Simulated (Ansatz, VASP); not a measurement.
**TiSi2 in VASP and in Ansatz**

File INCAR:

```
SYSTEM = TiSi2
PREC = Accurate
ENCUT = 520
EDIFF = 1E-6
ISMEAR = 0
SIGMA = 0.15
LREAL = .FALSE.
LASPH = .TRUE.
NELM = 80
ALGO = Normal
ISIF = 2
LWAVE = .FALSE.
LCHARG = .FALSE.
GGA = PS
NBANDS = 17
```

Contents of KPOINTS:

```
Automatic mesh
0
G
  18 18 18
  0 0 0
```

POSCAR

```
TiSi2
1.0
   -1.4863302004      1.7164617857      4.2217888096
    1.4863302004     -1.7164617857      4.2217888096
    1.4863302004      1.7164617857     -4.2217888096
Ti Si
1 2
Direct
    0.0000000000      0.0000000000      0.0000000000
    0.3393869458      0.3393869458      0.0000000000
    0.6606130542      0.6606130542      0.0000000000
```

Input for Ansatz:

```yaml
crystal:
  lattice:
    - [-1.4863302004, 1.7164617857, 4.2217888096]
    - [1.4863302004, -1.7164617857, 4.2217888096]
    - [1.4863302004, 1.7164617857, -4.2217888096]
  atoms:
    - { symbol: Ti, position: [0.0, 0.0, 0.0] }
    - { symbol: Si, position: [0.3393869458, 0.3393869458, 0.0] }
    - { symbol: Si, position: [0.6606130542, 0.6606130542, 0.0] }
basis:
  ecutwfc: 520.0
kpoints:
  mp_grid: { grid: [18, 18, 18] }
hamiltonian:
  xc: pbesol
  pseudopotentials: { kind: paw, azcp: { folder: soft_1 } }
scf:
  occupations: { method: gaussian, width: 0.15 }
output:
  forces: true
  stress: true
  eigenvalues: true
```

Alike in both runs: task single point; functional PBEsol; k mesh 18 × 18 × 18; occupations gaussian, width 0.15 eV; no spin polarisation.

```csv
,VASP,Ansatz
version,VASP 6.6.1,Ansatz 0.2.0
potentials or method,"VASP PAW PBE potentials, release 64 (Ti_sv, Si), cutoff 520 eV","scalar-relativistic, plane waves, PAW"
valence electrons in the cell,20,20
```

VASP gave:

* gap on the k mesh at the Fermi level (eV): none
* pressure (GPa): -4.2
* traceless stress, the component that is largest in VASP (GPa): 1.63
* rms of the force components (eV/Å): 0.288

Problem. Which values does Ansatz return?

Solution. gap on the k mesh at the Fermi level (eV): none; pressure (GPa): -4.3; traceless stress, the component that is largest in VASP (GPa): 1.62; rms of the force components (eV/Å): 0.286.

VASP's potentials were made for PBE, not for PBEsol, and Ansatz warns of the same on its side. Atom by atom the forces differ by 0.002 eV/Å (rms over components). A gap of «none» marks a metal or a gap that the smearing closes. With one functional, cell and mesh, what is left measures potentials, basis and numerics.
